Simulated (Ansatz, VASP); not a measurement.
# CdSe: VASP beside Ansatz

```
Cd Se
1.0
     4.34300    0.00000    0.00000
    -2.17150    3.76115    0.00000
     0.00000    0.00000    6.88168
Cd Se
2 2
Direct
  0.33333 0.66667 0.00000
  0.66667 0.33333 0.50000
  0.33333 0.66667 0.38500
  0.66667 0.33333 0.88500
```

Alike in both runs: task single point; functional PBE; k mesh 6 × 6 × 4; occupations gaussian, width 0.05 eV; no spin polarisation.

|  | VASP | Ansatz |
| --- | --- | --- |
| version | VASP 6.6.1 | Ansatz 0.2.0 |
| potentials or method | VASP PAW PBE potentials, release 64 (Cd, Se), cutoff 520 eV | plane waves, PAW |
| valence electrons in the cell | 36 | 72 |

Ansatz gave:

| Quantity | Value |
| --- | --- |
| pressure (GPa) | 2.9 |
| traceless stress, the component that is largest in VASP (GPa) | 0.41 |

Problem. Estimate VASP's values.

Solution. Pressure (GPa): 3.2; traceless stress, the component that is largest in VASP (GPa): 0.40.

With one functional, cell and mesh, what is left measures potentials, basis and numerics. VASP's potentials hold 36 valence electrons a cell and Ansatz's 72, so a difference there can come from the potentials and not from the codes. Ansatz's warnings: structure snapped to symmetry.
